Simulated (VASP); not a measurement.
Fe2Pt, 3 atoms in the cell. It takes space group P-3m1 (No. 164, trigonal). Conventional cell: a = 2.759 Å, b = 2.759 Å, c = 6.191 Å, α = 90.00°, β = 90.00°, γ = 120.00°. Fe (site symmetry 3m) has 9 Fe at 2.45 to 2.76 Å and 3 Pt at 2.69 Å within 3.2 Å. Within 3.5 Å of Pt (site symmetry -3m) lie 6 Fe at 2.69 Å and 6 Pt at 2.76 Å. 

* Program: VASP 6.6.1
* Task: single point
* Functional: PBE
* Potentials or basis: VASP PAW PBE potentials, release 64 (Fe, Pt)
* Cutoff: 520 eV
* k mesh: 12 × 12 × 6
* Occupations: gaussian, width 0.15 eV
* Spin: collinear spin, ferromagnetic start
* Starting moments: [3.08, 3.08, 0.35] μB
* Dipole correction: no
* Further INCAR settings: ALGO = Normal; EDIFF = 1e-07; NBANDS = 24

Potentials or basis: VASP PAW PBE potentials, release 64 (Fe, Pt).

Launch:

```bash
$ cat potpaw_PBE.64/Fe/POTCAR potpaw_PBE.64/Pt/POTCAR > POTCAR
$ mpirun -np 1 vasp_std > vasp.out
```

Hardware: 1 thread of Intel(R) Xeon(R) Platinum 8259CL CPU @ 2.50GHz (Skylake/Cascade Lake) (shared host).

Problem. Estimate the wall time of this run.

Solution. It took 3.3 min on 1 thread of Intel(R) Xeon(R) Platinum 8259CL CPU @ 2.50GHz (Skylake/Cascade Lake), with other jobs on the host, peak memory 0.3 GiB. Counts: scf iterations 18, k points 100.
